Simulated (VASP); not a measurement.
# W (P6_3/mmc) in VASP: further runs, part 2 of 2

VASP 6.6.1. Earlier steps stand in the parts before.

## 4. Single point, revPBE

This run uses another cell than the first one, of 16.68 Å³/atom, 0.926 times its volume.

Contents of INCAR:

```
  ALGO = Normal
  EDIFF = 1E-7
  ENCUT = 520
  GGA = RE
  ISIF = 2
  ISMEAR = -1
  LASPH = T
  LCHARG = F
  LREAL = F
  LWAVE = F
  NBANDS = 21
  NELM = 100
  PREC = Accurate
  SIGMA = 0.1
```

Contents of KPOINTS:

```
k-points
0
Gamma
  21 21 11
```

Contents of POSCAR:

```
W
1.0
    2.7850767100      0.0000000000      0.0000000000
   -1.3925383550      2.4119471823      0.0000000000
    0.0000000000      0.0000000000      4.9670476459
W
2
Direct
    0.3333333333      0.6666666667      0.2500000000
    0.6666666667      0.3333333333      0.7500000000
```

Potentials or basis: VASP PAW PBE potentials, release 64 (W_sv).

On the command line:

```bash
cat potpaw_PBE.64/W_sv/POTCAR > POTCAR
mpirun -np 1 vasp_std > vasp.out
```

OUTCAR:

```text
EDIFF = 1E-7
   ENCUT = 520
   GGA = RE
   ISIF = 2
   ISMEAR = -1
   LASPH = T
   LREAL = F
   NELM = 100
   PREC = Accurate

 ion  position               nearest neighbor table
   1  0.333  0.667  0.250-   2 2.96   2 2.96   2 2.96   2 2.96   2 2.96   2 2.96
   2  0.667  0.333  0.750-   1 2.96   1 2.96   1 2.96   1 2.96   1 2.96   1 2.96

  LATTYP: Found a hexagonal cell.
 ALAT       =     2.7850767100
 C/A-ratio  =     1.7834509290

  Lattice vectors:

 A1 = (   2.7850767100,   0.0000000000,   0.0000000000)
 A2 = (  -1.3925383550,   2.4119471823,   0.0000000000)
 A3 = (   0.0000000000,   0.0000000000,   4.9670476459)

Analysis of symmetry for initial positions (statically):
=====================================================================
 Subroutine PRICEL returns:
 Original cell was already a primitive cell.

 Routine SETGRP: Setting up the symmetry group for a
 hexagonal supercell.

 Subroutine GETGRP returns: Found 24 space group operations
 (whereof 12 operations were pure point group operations)
 out of a pool of 24 trial point group operations.

The static configuration has the point symmetry D_3d.
 The point group associated with its full space group is D_6h.

Analysis of symmetry for dynamics (positions and initial velocities):
=====================================================================
 Subroutine PRICEL returns:
 Original cell was already a primitive cell.

 Routine SETGRP: Setting up the symmetry group for a
 hexagonal supercell.

 Subroutine GETGRP returns: Found 24 space group operations
 (whereof 12 operations were pure point group operations)
 out of a pool of 24 trial point group operations.

The dynamic configuration has the point symmetry D_3d.
 The point group associated with its full space group is D_6h.

 Subroutine INISYM returns: Found 24 space group operations
 (whereof 12 operations are pure point group operations),
 and found     1 'primitive' translations
[... 103 lines left out ...]
   POTIM  = 0.5000    time-step for ionic-motion
   TEBEG  =    0.0;   TEEND  =   0.0 temperature during run
   PSTRESS=    0.0 pullay stress
   NELECT =      28.0000    total number of electrons
   NUPDOWN=      -1.0000    fix difference up-down
   EMIN   =  10.00;   EMAX   =-10.00  energy-range for DOS
   EFERMI =   0.00;   METHOD = LEGACY
   ISMEAR =    -1;   SIGMA  =   0.10  broadening in eV -4-tet -1-fermi 0-gaus
   EFERMI_NEDOS =   21; number of points for ismear=-14 and -15
   IALGO  =     38    algorithm
   IMIX   =      4    mixing-type and parameters
     AMIX     =   0.40;   BMIX     =  1.00
     AMIX_MAG =   1.60;   BMIX_MAG =  1.00
  volume/ion in A,a.u.               =      16.68       112.58
  Fermi-wavevector in a.u.,A,eV,Ry     =   1.544163  2.918045 32.442258  2.384439
  Thomas-Fermi vector in A             =   2.649723
   LORBIT       =      0    0 simple, 1 ext, 2 COOP (PROOUT), +10 PAW based schemes
   GGA     = RE    functional components
   LHFCALC =     F    Hartree Fock is set to
   AEXX    =    0.0000 exact exchange contribution
   IVDW    =     0    specifies the selected vdW correction
   LEPSILON=     F    determine dielectric tensor
   LRPA    =     F    only Hartree local field effects (RPA)
 non-spin polarized calculation
  energy-cutoff  :      520.00
  volume of cell :       33.37
 maximum number of plane-waves:       910
 NGX is ok and might be reduce to    24
   NGX = 11   NGY = 11   NGZ = 19

 number of electron      28.0000002 magnetization

 Free energy of the ion-electron system (eV)
  ---------------------------------------------------
  ext. energy  EPLUGINS =         0.00000000
  ---------------------------------------------------
  free energy    TOTEN  =       -24.06552725 eV

  energy without entropy =      -23.99767324  energy(sigma->0) =      -24.03160024

 E-fermi :  10.4252     XC(G=0): -13.2963

 val. band max:       10.4227682572   @ k =   0.2857   0.2381   0.2727
 cond. band min:      10.4261591925   @ k =   0.3333   0.0476   0.4545
 fundamental gap:      0.0033909353
 Fermi energy:        10.4252320162

 k-point     1 :       0.0000    0.0000    0.0000
  band No.  band energies     occupation
      1     -63.3962      2.00000
      2     -63.3307      2.00000
      3     -28.0791      2.00000
      4     -27.2210      2.00000
      5     -27.0261      2.00000
      6     -27.0261      2.00000
[... 565 lines left out ...]
     20      18.4012      0.00000
     21      18.5042      0.00000

 [... further k-points ...]
[... 5 lines left out ...]
  --------------------------------------------------------------------------------------
  -------------------------------------------------------------------------------------
  Total        0.1201522      0.1201522      0.0169021     -0.0000000      0.0000000      0.0000000
  in kB        5.7695113      5.7695113      0.8116123     -0.0000000      0.0000000      0.0000000
  external PRESSURE =       4.1168783 kB  Pullay stress =       0.0000000 kB

 VOLUME and BASIS-vectors are now :
 -----------------------------------------------------------------------------
  energy-cutoff  :      520.00
  volume of cell :       33.37
      direct lattice vectors                 reciprocal lattice vectors
     2.785076710  0.000000000  0.000000000     0.359056537  0.207301389  0.000000000
    -1.392538355  2.411947182  0.000000000     0.000000000  0.414602777  0.000000000
     0.000000000  0.000000000  4.967047646     0.000000000  0.000000000  0.201326839

 POSITION                                       TOTAL-FORCE (eV/Angst)
 -----------------------------------------------------------------------------------
     -0.00000      1.60796      1.24176        -0.000000     -0.000000      0.000000
      1.39254      0.80398      3.72529         0.000000      0.000000      0.000000
 -----------------------------------------------------------------------------------
    total drift:                               -0.000000      0.000000     -0.000000

  FREE ENERGIE OF THE ION-ELECTRON SYSTEM (eV)
  ---------------------------------------------------
  free  energy   TOTEN  =       -24.0655272515 eV

  energy  without entropy=      -23.9976732370  energy(sigma->0) =      -24.03160024
```

Run time: 2.6 min. Hardware: 1 thread of Intel Xeon Platinum 8259CL at 2.50GHz (Skylake/Cascade Lake), shared host; peak memory 0.28 GiB.

What came out:

| Property | Result |
| --- | --- |
| Free energy | -24.0655 eV |
| Pressure | 0.4 GPa |
| Band gap on the k mesh | zero (band 14 reaches 11.81 eV, above the bottom of band 15 at 9.98 eV) |

Stress tensor (GPa, compression positive):
```
0.58 0.00 0.00
0.00 0.58 0.00
0.00 0.00 0.08
```

Caveat: the PAW data sets were made with another functional, which shifts forces and pressure a little; spin-orbit coupling is left out, which moves the levels of the heavy elements.

## 5. Overview

```tsv
cell	k mesh	gap on the mesh (eV)	pressure (GPa)
a = 2.857, b = 2.857, c = 5.096 Å, angles 90.0, 90.0, 120.0°, 2 atoms	15 × 15 × 7	none	-17.7
a = 2.892, b = 2.892, c = 5.158 Å, angles 90.0, 90.0, 120.0°, 2 atoms	15 × 15 × 7	none	-24.3
a = 2.785, b = 2.785, c = 4.967 Å, angles 90.0, 90.0, 120.0°, 2 atoms	21 × 21 × 11	none	0.4
```

Alike in all rows: task single point; level revPBE; potentials or basis VASP PAW PBE potentials, release 64 (W_sv); no spin polarisation; cutoff (eV) 520; smearing fermi-dirac 0.1 eV.

Caveats: the PAW data sets were made with another functional, which shifts forces and pressure a little; spin-orbit coupling is left out, which moves the levels of the heavy elements.

Absolute energies hang on the potentials; compare differences alone.
